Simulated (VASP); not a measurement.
# Co (Fm-3m) in VASP: notebook

Co is run at these levels: PBE; tasks: single point.

Program: VASP 6.6.1. These are calculated values, not measurements. Logs are shortened: lines on timing, memory, paths and dates and some standing lists are left out, and cuts for length are marked.

## 1. The cell of the first run

The structure is cubic, space group Fm-3m (No. 225). The conventional cell has a = 3.542 Å, b = 3.542 Å, c = 3.542 Å, α = 90.00°, β = 90.00°, γ = 90.00°. Within 3.3 Å of Co (site symmetry m-3m) lie 12 Co at 2.50 Å.

This isn't the form of Co at room conditions, which is hcp.

## 2. Single point, PBE, collinear spin, ferromagnetic start

INCAR reads:

```
SYSTEM = Co
PREC = Accurate
ENCUT = 520
EDIFF = 1E-7
ISMEAR = 0
SIGMA = 0.05
LREAL = .False.
LASPH = .True.
NELM = 150
ALGO = Fast
ISIF = 2
LWAVE = .False.
LCHARG = .False.
ISPIN = 2
MAGMOM = 1.5
LORBIT = 11
LMAXMIX = 4
GGA = PE
NBANDS = 14
```

KPOINTS reads:

```
regular mesh
0
Gamma
  20 20 20
  0 0 0
```

POSCAR reads:

```
Co
1.0
    0.0000000000      1.7708472648      1.7708472648
    1.7708472648      0.0000000000      1.7708472648
    1.7708472648      1.7708472648      0.0000000000
Co
1
Direct
    0.0000000000      0.0000000000      0.0000000000
```

Potentials or basis: VASP PAW PBE potentials, release 64 (Co).

Launch:

```bash
$ cat potpaw_PBE.64/Co/POTCAR > POTCAR
$ mpirun -np 1 vasp_std > vasp.out
```

OUTCAR:

```text
SYSTEM = Co
   PREC = Accurate
   ENCUT = 520
   EDIFF = 1E-7
   ISMEAR = 0
   LREAL = .False.
   LASPH = .True.
   NELM = 150
   ISIF = 2
   ISPIN = 2
   LORBIT = 11
   GGA = PE

 ion  position               nearest neighbor table
   1  0.000  0.000  0.000-

  LATTYP: Found a face centered cubic cell.
 ALAT       =     3.5416945296

  Lattice vectors:

 A1 = (   0.0000000000,   1.7708472648,   1.7708472648)
 A2 = (   1.7708472648,   0.0000000000,   1.7708472648)
 A3 = (   1.7708472648,   1.7708472648,   0.0000000000)

Analysis of symmetry for initial positions (statically):
=====================================================================
 Subroutine PRICEL returns:
 Original cell was already a primitive cell.

 Routine SETGRP: Setting up the symmetry group for a
 face centered cubic supercell.

 Subroutine GETGRP returns: Found 48 space group operations
 (whereof 48 operations were pure point group operations)
 out of a pool of 48 trial point group operations.

The static configuration has the point symmetry O_h .

Analysis of symmetry for dynamics (positions and initial velocities):
=====================================================================
 Subroutine PRICEL returns:
 Original cell was already a primitive cell.

 Routine SETGRP: Setting up the symmetry group for a
 face centered cubic supercell.

 Subroutine GETGRP returns: Found 48 space group operations
 (whereof 48 operations were pure point group operations)
 out of a pool of 48 trial point group operations.

The dynamic configuration has the point symmetry O_h .

Analysis of structural, dynamic, and magnetic symmetry:
=====================================================================
 Subroutine PRICEL returns:
 Original cell was already a primitive cell.

 Routine SETGRP: Setting up the symmetry group for a
 face centered cubic supercell.

 Subroutine GETGRP returns: Found 48 space group operations
 (whereof 48 operations were pure point group operations)
 out of a pool of 48 trial point group operations.

The overall configuration has the point symmetry O_h .

 Subroutine INISYM returns: Found 48 space group operations
 (whereof 48 operations are pure point group operations),
 and found     1 'primitive' translations

----------------------------------------------------------------------------------------

                                     Primitive cell

  volume of cell :      11.1064

  direct lattice vectors                    reciprocal lattice vectors
     0.000000000  1.770847265  1.770847265    -0.282350720  0.282350720  0.282350720
     1.770847265  0.000000000  1.770847265     0.282350720 -0.282350720  0.282350720
     1.770847265  1.770847265  0.000000000     0.282350720  0.282350720 -0.282350720

  length of vectors
     2.504356219  2.504356219  2.504356219     0.489045792  0.489045792  0.489045792

  position of ions in fractional coordinates (direct lattice)
     0.000000000  0.000000000  0.000000000

  ion indices of the primitive-cell ions
   primitive index   ion index
                 1           1

----------------------------------------------------------------------------------------

 KPOINTS: regular mesh

Automatic generation of k-mesh.
 Grid dimensions read from file:
 generate k-points for:   20   20   20

 Generating k-lattice:

  Cartesian coordinates                     Fractional coordinates (reciprocal lattice)
    -0.014117536  0.014117536  0.014117536     0.050000000  0.000000000  0.000000000
     0.014117536 -0.014117536  0.014117536     0.000000000  0.050000000  0.000000000
     0.014117536  0.014117536 -0.014117536     0.000000000  0.000000000  0.050000000

  Length of vectors
     0.024452290  0.024452290  0.024452290

  Shift w.r.t. Gamma in fractional coordinates (k-lattice)
     0.000000000  0.000000000  0.000000000

 Subroutine IBZKPT returns following result:
 ===========================================

 Found    256 irreducible k-points:

 Following reciprocal coordinates:
            Coordinates               Weight
  0.000000  0.000000  0.000000      1.000000
  0.050000  0.000000  0.000000      8.000000
  0.100000  0.000000  0.000000      8.000000
  0.150000  0.000000  0.000000      8.000000
  0.200000  0.000000  0.000000      8.000000
  0.250000  0.000000  0.000000      8.000000
[... 16 lines left out ...]
 -0.400000  0.050000  0.000000     24.000000
 -0.350000  0.050000  0.000000     24.000000
 [... further k-points ...]
   k-points           NKPTS =    256   k-points in BZ     NKDIM =    256   number of bands    NBANDS=     14
   number of dos      NEDOS =    301   number of ions     NIONS =      1
   total plane-waves  NPLWV =   8000
   dimension x,y,z NGX =    20 NGY =   20 NGZ =   20
   dimension x,y,z NGXF=    40 NGYF=   40 NGZF=   40
   ions per type =               1
   NGX,Y,Z   is equivalent  to a cutoff of  13.28, 13.28, 13.28 a.u.
   NGXF,Y,Z  is equivalent  to a cutoff of  26.55, 26.55, 26.55 a.u.
 SYSTEM =  Co
   PREC   = accura    normal or accurate (medium, high low for compatibility)
   ISTART =      0    job   : 0-new  1-cont  2-samecut
   ICHARG =      2    charge: 1-file 2-atom 10-const
   ISPIN  =      2    spin polarized calculation?
   LNONCOLLINEAR =      F non collinear calculations
   LSORBIT =      F    spin-orbit coupling
   LASPH  =      T    aspherical Exc in radial PAW
   ENCUT  =  520.0 eV  38.22 Ry    6.18 a.u.   4.66  4.66  4.66*2*pi/ulx,y,z
   NELM   =    150;   NELMIN=  2; NELMDL= -5     # of ELM steps
   EDIFF  = 0.1E-06   stopping-criterion for ELM
   LREAL  =      F    real-space projection
   EDIFFG = 0.1E-05   stopping-criterion for IOM
   NSW    =      0    number of steps for IOM
   IBRION =     -1    ionic relax: 0-MD 1-quasi-New 2-CG
   NFREE  =      0    steps in history (QN), initial steepest desc. (CG)
   ISIF   =      2    stress and relaxation
   ISYM   =      2    0-nonsym 1-usesym 2-fastsym
   POTIM  = 0.5000    time-step for ionic-motion
   TEBEG  =    0.0;   TEEND  =   0.0 temperature during run
   PSTRESS=    0.0 pullay stress
   NELECT =       9.0000    total number of electrons
   NUPDOWN=      -1.0000    fix difference up-down
   EMIN   =  10.00;   EMAX   =-10.00  energy-range for DOS
   EFERMI =   0.00;   METHOD = LEGACY
   ISMEAR =     0;   SIGMA  =   0.05  broadening in eV -4-tet -1-fermi 0-gaus
   EFERMI_NEDOS =   21; number of points for ismear=-14 and -15
   IALGO  =     68    algorithm
   IMIX   =      4    mixing-type and parameters
     AMIX     =   0.40;   BMIX     =  1.00
     AMIX_MAG =   1.60;   BMIX_MAG =  1.00
  volume/ion in A,a.u.               =      11.11        74.95
  Fermi-wavevector in a.u.,A,eV,Ry     =   1.526270  2.884231 31.694753  2.329499
  Thomas-Fermi vector in A             =   2.634326
   LORBIT       =     11    0 simple, 1 ext, 2 COOP (PROOUT), +10 PAW based schemes
   GGA     = PE    functional components
   LHFCALC =     F    Hartree Fock is set to
   AEXX    =    0.0000 exact exchange contribution
   IVDW    =     0    specifies the selected vdW correction
   LEPSILON=     F    determine dielectric tensor
   LRPA    =     F    only Hartree local field effects (RPA)
 spin polarized calculation
 RMM-DIIS sequential band-by-band and
 Gauss-broadening in eV      SIGMA  =   0.05
  energy-cutoff  :      520.00
  volume of cell :       11.11
 maximum number of plane-waves:       311
   NGX =  9   NGY =  9   NGZ =  9

 number of electron       9.0000001 magnetization       1.6428496

 Free energy of the ion-electron system (eV)
  ---------------------------------------------------
  ext. energy  EPLUGINS =         0.00000000
  ---------------------------------------------------
  free energy    TOTEN  =        -7.01685109 eV

  energy without entropy =       -7.01532239  energy(sigma->0) =       -7.01608674

 E-fermi :  10.0352     XC(G=0): -13.2677

 val. band max:       10.0325138670   @ k =  -0.4000   0.3000   0.0500
 cond. band min:      10.0407229070   @ k =   0.3000   0.2500   0.0000
 fundamental gap:      0.0082090400
 Fermi energy:        10.0351884350

 spin component 1

 k-point     1 :       0.0000    0.0000    0.0000
  band No.  band energies     occupation
      1       1.1487      1.00000
      2       7.3447      1.00000
      3       7.3447      1.00000
      4       7.3447      1.00000
      5       8.3313      1.00000
      6       8.3313      1.00000
      7      32.8698      0.00000
      8      37.0340      0.00000
      9      37.0340      0.00000
     10      37.0340      0.00000
     11      40.1395      0.00000
     12      40.1395      0.00000
     13      40.1395      0.00000
     14      42.7908      0.00000
[... 375 lines left out ...]
 k-point    24 :      -0.3500    0.0500    0.0000
  band No.  band energies     occupation
      1       4.7120      1.00000
      2       7.2970      1.00000
      3       7.3472      1.00000
      4       7.7580      1.00000
      5       8.8475      1.00000
      6       9.2473      1.00000
      7      19.3149      0.00000
      8      31.1919      0.00000
      9      33.6721      0.00000
     10      35.7624      0.00000
     11      37.4290      0.00000
     12      39.2156      0.00000
     13      43.5272      0.00000
     14      49.9235      0.00000

 [... further k-points ...]

 spin component 2

 k-point     1 :       0.0000    0.0000    0.0000
  band No.  band energies     occupation
      1       1.1589      1.00000
      2       8.9178      1.00000
      3       8.9178      1.00000
      4       8.9178      1.00000
      5      10.3385      0.00000
      6      10.3385      0.00000
      7      32.5401      0.00000
      8      37.1932      0.00000
      9      37.1932      0.00000
     10      37.1932      0.00000
     11      40.4310      0.00000
     12      40.4310      0.00000
     13      40.4310      0.00000
     14      42.3928      0.00000
[... 375 lines left out ...]
 k-point    24 :      -0.3500    0.0500    0.0000
  band No.  band energies     occupation
      1       5.2273      1.00000
      2       8.5457      1.00000
      3       8.9968      1.00000
      4       9.0675      1.00000
      5      10.7251      0.00000
      6      11.0624      0.00000
      7      19.9576      0.00000
      8      31.1045      0.00000
      9      33.8455      0.00000
     10      36.1157      0.00000
     11      37.6957      0.00000
     12      39.4231      0.00000
     13      43.7578      0.00000
     14      50.3477      0.00000

 [... further k-points ...]

------------------------ aborting loop because EDIFF is reached ----------------------------------------

  FORCE on cell =-STRESS in cart. coord.  units (eV):
  Direction    XX          YY          ZZ          XY          YZ          ZX
  --------------------------------------------------------------------------------------
  -------------------------------------------------------------------------------------
  Total       -0.3091093     -0.3091093     -0.3091093      0.0000000      0.0000000     -0.0000000
  in kB      -44.5912200    -44.5912200    -44.5912200      0.0000000      0.0000000     -0.0000000
  external PRESSURE =     -44.5912200 kB  Pullay stress =       0.0000000 kB

 VOLUME and BASIS-vectors are now :
 -----------------------------------------------------------------------------
  energy-cutoff  :      520.00
  volume of cell :       11.11
      direct lattice vectors                 reciprocal lattice vectors
     0.000000000  1.770847265  1.770847265    -0.282350720  0.282350720  0.282350720
     1.770847265  0.000000000  1.770847265     0.282350720 -0.282350720  0.282350720
     1.770847265  1.770847265  0.000000000     0.282350720  0.282350720 -0.282350720

 POSITION                                       TOTAL-FORCE (eV/Angst)
 -----------------------------------------------------------------------------------
      0.00000      0.00000      0.00000         0.000000     -0.000000      0.000000
 -----------------------------------------------------------------------------------
    total drift:                                0.000000      0.000000      0.000000

  FREE ENERGIE OF THE ION-ELECTRON SYSTEM (eV)
  ---------------------------------------------------
  free  energy   TOTEN  =        -7.0168510904 eV

  energy  without entropy=       -7.0153223863  energy(sigma->0) =       -7.01608674

 total charge

# of ion       s       p       d       tot
------------------------------------------
    1        0.480   0.504   7.243   8.227

 magnetization (x)

# of ion       s       p       d       tot
------------------------------------------
    1       -0.012  -0.049   1.726   1.665
```

Wall time 2.8 min (1 thread of Intel Xeon 8259CL, shared host); peak memory 0.18 GiB.

Results:

| Item | Value |
| --- | --- |
| Free energy | -7.0169 eV |
| Pressure | -4.5 GPa |
| Net moment | 1.64 μB per cell |
| Site moments | Co +1.67 μB |
| Valence electrons inside the program's atomic spheres | Co 8.23 |

Levels at points of the mesh, in eV from the Fermi level:
Spin up:
```
           k point  band 2  band 3  band 4  band 5  band 6  band 7  band 8  band 9
(0.00, 0.00, 0.00)   -2.69   -2.69   -2.69   -1.70   -1.70   22.83   27.00   27.00
(0.50, 0.00, 0.00)   -2.83   -2.83   -0.83   -0.83   -0.28    5.92   21.41   24.47
(0.50, 0.50, 0.00)   -4.56   -0.95   -0.57   -0.57    2.47    9.32   14.64   14.64
```
Spin down:
| k point | band 2 | band 3 | band 4 | band 5 | band 6 | band 7 |
| --- | --- | --- | --- | --- | --- | --- |
| (0.00, 0.00, 0.00) | -1.12 | -1.12 | -1.12 | 0.30 | 0.30 | 22.50 |
| (0.50, 0.00, 0.00) | -1.12 | -1.12 | -0.33 | 1.09 | 1.09 | 6.91 |
| (0.50, 0.50, 0.00) | -3.30 | 1.15 | 1.25 | 1.25 | 2.47 | 10.23 |

Caveat: the cell stands under tension.

## 3. Single point, PBE, collinear spin, antiferromagnetic start

This run uses another cell than the first one: it holds 2 atoms, not 1.

INCAR reads:

```
SYSTEM = Co
PREC = Accurate
ENCUT = 520
EDIFF = 1E-6
ISMEAR = 0
SIGMA = 0.05
LREAL = .False.
LASPH = .True.
NELM = 150
ALGO = Fast
ISIF = 2
LWAVE = .False.
LCHARG = .False.
ISPIN = 2
MAGMOM = 1.5 -1.5
LORBIT = 11
LMAXMIX = 4
GGA = PE
NBANDS = 20
```

KPOINTS reads:

```
Automatic mesh
0
Gamma
  20 20 10
  0 0 0
```

POSCAR reads:

```
Co
1.0
    0.0000000000      1.7600388120      1.7600388120
    3.5200776240      1.7600388120      1.7600388120
    3.5200776240      3.5200776240      0.0000000000
Co
2
Direct
    0.0000000000      0.0000000000      0.0000000000
    0.0000000000      0.0000000000      0.5000000000
```

Potentials or basis: VASP PAW PBE potentials, release 64 (Co).

Launch:

```bash
$ cat potpaw_PBE.64/Co/POTCAR > POTCAR
$ mpirun -np 1 vasp_std > vasp.out
```

It took 18 min on 1 thread of Intel Xeon 8259CL, shared host; peak memory 0.36 GiB.

Results (log left out):

| Item | Value |
| --- | --- |
| Free energy | -13.6281 eV |
| Pressure | -13.1 GPa |
| Band gap on the k mesh | zero (filled and empty bands overlap) |
| Net moment | 0.00 μB per cell |
| Valence electrons inside the program's atomic spheres | Co 8.26 |

Levels at points of the mesh, in eV from the Fermi level:
Spin up:
| k point | band 6 | band 7 | band 8 | band 9 | band 10 | band 11 | band 12 | band 13 |
| --- | --- | --- | --- | --- | --- | --- | --- | --- |
| (0.00, 0.00, 0.00) | -1.77 | -0.53 | -0.53 | 0.29 | 0.51 | 0.51 | 2.75 | 10.17 |
| (0.50, 0.00, 0.00) | -1.83 | -0.05 | -0.05 | 0.30 | 0.30 | 0.30 | 0.30 | 6.75 |
| (0.50, 0.50, 0.00) | 0.29 | 0.51 | 0.51 | 0.51 | 0.51 | 2.75 | 2.75 | 10.17 |
| (0.00, 0.00, 0.50) | -2.27 | -1.05 | -1.05 | -0.57 | -0.56 | 1.87 | 1.88 | 12.21 |
| (0.50, 0.00, 0.50) | -2.56 | -0.63 | -0.63 | 0.51 | 0.52 | 8.37 | 8.37 | 8.37 |
| (0.00, 0.50, 0.50) | -1.27 | -0.81 | -0.81 | -0.81 | -0.81 | -0.13 | -0.13 | 19.76 |
Spin down:
```
           k point  band 6  band 7  band 8  band 9  band 10  band 11  band 12  band 13
(0.00, 0.00, 0.00)   -1.77   -0.53   -0.53    0.29     0.51     0.51     2.75    10.17
(0.50, 0.00, 0.00)   -1.83   -0.05   -0.05    0.30     0.30     0.30     0.30     6.75
(0.50, 0.50, 0.00)    0.29    0.51    0.51    0.51     0.51     2.75     2.75    10.17
(0.00, 0.00, 0.50)   -2.27   -1.05   -1.05   -0.57    -0.56     1.87     1.88    12.21
(0.50, 0.00, 0.50)   -2.56   -0.63   -0.63    0.51     0.52     8.37     8.37     8.37
(0.00, 0.50, 0.50)   -1.27   -0.81   -0.81   -0.81    -0.81    -0.13    -0.13    19.76
```

Caveat: the cell stands under tension; the moments typed at the start vanished in this run.
